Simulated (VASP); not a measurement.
# CeO2 in VASP: notebook, part 2 of 2

VASP 6.6.1.

### 3 Single point, LDA, collinear spin, ferromagnetic start (13.97 Å³/atom)

This run uses another cell than the first one, of 13.97 Å³/atom.

INCAR

```
ALGO = Normal
EDIFF = 1E-6
ENCUT = 520
GGA = CA
ISIF = 2
ISMEAR = -1
ISPIN = 2
LASPH = T
LCHARG = T
LELF = T
LMAXMIX = 6
LORBIT = 11
LREAL = F
LVHAR = T
LWAVE = F
MAGMOM = 1 0 0
NBANDS = 23
NELM = 150
PREC = Accurate
SIGMA = 0.05
```

KPOINTS

```
k-points
0
Gamma
  9 9 9
```

POSCAR

```
CeO2
1.0
    0.0000000000      2.7566762073      2.7566762073
    2.7566762073      0.0000000000      2.7566762073
    2.7566762073      2.7566762073      0.0000000000
Ce O
1 2
Direct
    0.0000000000      0.0000000000      0.0000000000
    0.7500000000      0.7500000000      0.7500000000
    0.2500000000      0.2500000000      0.2500000000
```

Potentials or basis: VASP PAW LDA potentials, release 64 (Ce, O).

Run with:

```console
$ cat potpaw_LDA.64/Ce/POTCAR potpaw_LDA.64/O/POTCAR > POTCAR
$ mpirun -np 1 vasp_std > vasp.out
```

Wall time 1.8 min (1 thread of AMD EPYC 9R45 (Zen 5), shared host); peak memory 0.18 GiB.

The run converged. Its results:

```
Free energy                                           : -28.7002 eV
Pressure                                              : -14.2 GPa
Band gap on the k mesh                                : 1.78 eV (least direct gap 1.83 eV)
Net moment                                            : 0.00 μB per cell
Valence electrons inside the program's atomic spheres : Ce 9.60; O 4.96
```

Levels at points of the mesh, in eV from the valence-band top:
Spin up:
```tsv
k point	band 10	band 11	band 12	band 13	band 14	band 15
(0.00, 0.00, 0.00)	-0.51	-0.51	-0.51	2.03	2.03	2.03
```
Spin down:
```tsv
k point	band 10	band 11	band 12	band 13	band 14	band 15
(0.00, 0.00, 0.00)	-0.51	-0.51	-0.51	2.03	2.03	2.03
```

Caveat: the magnetic or orbital state may not be the lowest; the cell stands under tension; spin-orbit coupling is left out, which moves the levels of the heavy elements; an odd mesh through Γ misses points on the zone boundary, where band edges can lie; semilocal functionals describe open f shells poorly, which spoils levels, moments and volumes.

### 4 Single point, LDA, non-collinear spin, typed start, spin-orbit coupling

This run uses another cell than the first one, of 13.18 Å³/atom.

INCAR

```
  PREC = Accurate
  ENCUT = 520
  EDIFF = 1E-7
  ISMEAR = -1
  SIGMA = 0.05
  LREAL = False
  LASPH = True
  NELM = 150
  ALGO = Normal
  ISIF = 2
  LWAVE = False
  LCHARG = False
  MAGMOM = 0.577 0.577 0.577 0 0 0 0 0 0
  LORBIT = 11
  LSORBIT = True
  GGA_COMPAT = False
  LORBMOM = True
  LMAXMIX = 6
  NBANDS = 37
```

KPOINTS

```
Automatic mesh
0
Gamma
  9 9 9
```

POSCAR

```
CeO2
1.0
    0.0000000000      2.7036500000      2.7036500000
    2.7036500000      0.0000000000      2.7036500000
    2.7036500000      2.7036500000      0.0000000000
Ce O
1 2
Direct
    0.0000000000      0.0000000000      0.0000000000
    0.7500000000      0.7500000000      0.7500000000
    0.2500000000      0.2500000000      0.2500000000
```

Run with:

```console
$ cat potpaw_LDA.64/Ce/POTCAR potpaw_LDA.64/O/POTCAR > POTCAR
$ mpirun -np 1 vasp_ncl > vasp.out
```

Wall time 12 min (1 thread of Intel Xeon 6975P-C (Granite Rapids), shared host); peak memory 0.41 GiB.

Results (log left out):

| Quantity | Value |
| --- | --- |
| Free energy | -29.1854 eV |
| Pressure | -4.9 GPa |
| Net moment | 0.00 μB per cell |
| Valence electrons inside the program's atomic spheres | Ce 9.72; O 4.99 |

Moments on the atoms (μB; x, y, z):
```
Ce  0.00 0.00 0.00
O   0.00 0.00 0.00
O   0.00 0.00 0.00
```

Caveat: the magnetic or orbital state may not be the lowest; the cell stands under tension; semilocal functionals describe open f shells poorly, which spoils levels, moments and volumes. The state reached can hang on the start; a lower one may exist.

### 5 Single point, LDA, non-collinear spin, typed start, spin-orbit coupling

This run uses another cell than the first one, of 13.44 Å³/atom.

INCAR

```
ALGO     = Normal         # electronic algorithm
EDIFF    = 1E-6           # SCF threshold, eV
ENCUT    = 520            # plane-wave cutoff, eV
GGA_COMPAT= False        
ISIF     = 2              # what is computed and relaxed
ISMEAR   = -1             # smearing method
LASPH    = True           # aspherical terms in the spheres
LCHARG   = False          # write CHGCAR
LMAXMIX  = 6              # l up to which the mixer works
LORBIT   = 11             # projections on sites
LORBMOM  = True         
LREAL    = False          # projectors in reciprocal space
LSORBIT  = True           # spin-orbit coupling
LWAVE    = False          # write WAVECAR
MAGMOM   = 0.577 0.577 0.577 0 0 0 0 0 0 # initial moments
NBANDS   = 37             # bands
NELM     = 150            # most SCF steps
PREC     = Accurate       # precision mode
SIGMA    = 0.05           # smearing width, eV
```

KPOINTS

```
k-points
0
Gamma
  9 9 9
```

POSCAR

```
CeO2
1.0
    0.0000000000      2.7215554887      2.7215554887
    2.7215554887      0.0000000000      2.7215554887
    2.7215554887      2.7215554887      0.0000000000
Ce O
1 2
Direct
    0.0000000000      0.0000000000      0.0000000000
    0.7500000000      0.7500000000      0.7500000000
    0.2500000000      0.2500000000      0.2500000000
```

Run with:

```console
$ cat potpaw_LDA.64/Ce/POTCAR potpaw_LDA.64/O/POTCAR > POTCAR
$ mpirun -np 1 vasp_ncl > vasp.out
```

Run time: 12 min. Hardware: 1 thread of Intel Xeon 6975P-C (Granite Rapids), shared host; peak memory 0.43 GiB.

Results (log left out):

```yaml
Free_energy: -29.1542 eV
Pressure: -8.3 GPa
Net_moment: 0.00 μB per cell
Valence_electrons_inside_the_program's_atomic_spheres: Ce 9.68; O 4.98
```

Moments on the atoms (μB; x, y, z):
```
Ce  0.00 0.00 0.00
O   0.00 0.00 0.00
O   0.00 0.00 0.00
```

Caveat: the magnetic or orbital state may not be the lowest; the cell stands under tension; semilocal functionals describe open f shells poorly, which spoils levels, moments and volumes. The state reached can hang on the start; a lower one may exist.

### 6 Single point, PBE, collinear spin, ferromagnetic start

This run uses another cell than the first one, of 12.14 Å³/atom.

INCAR

```
SYSTEM = CeO2
PREC = Accurate
ENCUT = 520
EDIFF = 1E-7
ISMEAR = -1
SIGMA = 0.05
LREAL = .FALSE.
LASPH = .TRUE.
NELM = 150
ALGO = Normal
ISIF = 2
LWAVE = .FALSE.
LCHARG = .FALSE.
ISPIN = 2
MAGMOM = 1 0 0
LORBIT = 11
LMAXMIX = 6
GGA = PE
NBANDS = 23
```

KPOINTS

```
regular mesh
0
G
  7 7 7
  0 0 0
```

POSCAR

```
CeO2
1.0
    0.0000000000      2.5955040000      2.7036500000
    2.5955040000      0.0000000000      2.7036500000
    2.5955040000      2.5955040000      0.0000000000
Ce O
1 2
Direct
    0.0000000000      0.0000000000      0.0000000000
    0.7500000000      0.7500000000      0.7500000000
    0.2500000000      0.2500000000      0.2500000000
```

Potentials or basis: VASP PAW PBE potentials, release 64 (Ce, O).

Run with:

```console
$ cat potpaw_PBE.64/Ce/POTCAR potpaw_PBE.64/O/POTCAR > POTCAR
$ mpirun -np 1 vasp_std > vasp.out
```

Wall time 3.4 min (1 thread of AMD EPYC, shared host); peak memory 0.19 GiB.

Results (log left out):

```
Free energy                                           : -25.8796 eV
Pressure                                              : 25.2 GPa
Band gap on the k mesh                                : 2.20 eV (least direct gap 2.27 eV)
Net moment                                            : 0.00 μB per cell
Valence electrons inside the program's atomic spheres : Ce 9.90; O 5.07
```

Stress tensor (GPa, compression positive):
```
28.75  0.00  0.00
 0.00 28.75  0.00
 0.00  0.00 18.06
```

Levels at points of the mesh, in eV from the valence-band top:
Spin up:
| k point | band 9 | band 10 | band 11 | band 12 | band 13 | band 14 | band 15 | band 16 |
| --- | --- | --- | --- | --- | --- | --- | --- | --- |
| (0.00, 0.00, 0.00) | -4.39 | -1.00 | -0.70 | -0.70 | 2.57 | 2.58 | 2.58 | 2.90 |
Spin down:
| k point | band 9 | band 10 | band 11 | band 12 | band 13 | band 14 | band 15 | band 16 |
| --- | --- | --- | --- | --- | --- | --- | --- | --- |
| (0.00, 0.00, 0.00) | -4.39 | -1.00 | -0.70 | -0.70 | 2.57 | 2.58 | 2.58 | 2.90 |

Caveat: the magnetic or orbital state may not be the lowest; the cell stands under pressure; spin-orbit coupling is left out, which moves the levels of the heavy elements; an odd mesh through Γ misses points on the zone boundary, where band edges can lie; semilocal functionals describe open f shells poorly, which spoils levels, moments and volumes.

### 7 Summary

| level | potentials or basis | spin | cell | k mesh | gap on the mesh (eV) | pressure (GPa) | moment (μB) |
| --- | --- | --- | --- | --- | --- | --- | --- |
| LDA | VASP PAW LDA potentials, release 64 (Ce, O) | collinear, ferromagnetic start | a = 3.874 Å, angles 60.0°, 3 atoms | 9 × 9 × 9 | 1.83 | -11.4 | 0.00 |
| LDA | VASP PAW LDA potentials, release 64 (Ce, O) | collinear, ferromagnetic start | a = 3.899 Å, angles 60.0°, 3 atoms | 9 × 9 × 9 | 1.78 | -14.2 | 0.00 |
| LDA | VASP PAW LDA potentials, release 64 (Ce, O) | non-collinear, typed start, SOC | a = 3.824 Å, angles 60.0°, 3 atoms | 9 × 9 × 9 | - | -4.9 | 0.00 |
| LDA | VASP PAW LDA potentials, release 64 (Ce, O) | non-collinear, typed start, SOC | a = 3.849 Å, angles 60.0°, 3 atoms | 9 × 9 × 9 | - | -8.3 | 0.00 |
| PBE | VASP PAW PBE potentials, release 64 (Ce, O) | collinear, ferromagnetic start | a = 3.748, b = 3.748, c = 3.671 Å, angles 60.7, 60.7, 58.6°, 3 atoms | 7 × 7 × 7 | 2.20 | 25.2 | 0.00 |

Alike in all rows: task single point; cutoff (eV) 520; smearing fermi-dirac 0.05 eV.

Caveats: the magnetic or orbital state may not be the lowest; semilocal functionals describe open f shells poorly, which spoils levels, moments and volumes; the cell stands under tension (at least some runs); spin-orbit coupling is left out, which moves the levels of the heavy elements (at least some runs); an odd mesh through Γ misses points on the zone boundary, where band edges can lie (at least some runs); the cell stands under pressure (at least some runs).

Absolute energies hang on the potentials; compare differences alone.
